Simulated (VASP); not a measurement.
Runs of VASP 6.6.1 on Pd. Symmetry: Fm-3m, No. 225, cubic system. Conventional cell: a = 3.912 Å, b = 3.912 Å, c = 3.912 Å, α = 90.00°, β = 90.00°, γ = 90.00°. Within 3.6 Å of Pd (site symmetry m-3m) lie 12 Pd at 2.77 Å. 

| smearing | gap on the mesh (eV) | pressure (GPa) |
| --- | --- | --- |
| gaussian 0.1 eV | none | 0.4 |
| gaussian 0.2 eV | none | (a) |
| gaussian 0.6 eV | none | 1.4 |
| methfessel-paxton 0.1 eV | none | 0.3 |
| methfessel-paxton 0.01 eV | none | 0.4 |

Alike in all rows: task single point; level r2SCAN; potentials or basis VASP PAW PBE potentials, release 64 (Pd); no spin polarisation; cell as given; k mesh 14 × 14 × 14; cutoff (eV) 520.

Estimate the missing entries.

(a) 0.6.

Caveats: the PAW data sets were made with another functional, which shifts forces and pressure a little; so wide a smearing shifts energies and pressures (at least some runs).

A k mesh can miss the band edges, and the runs leave out spin-orbit coupling on Pd.

A gap of «none» marks levels without a gap at the run's occupations.
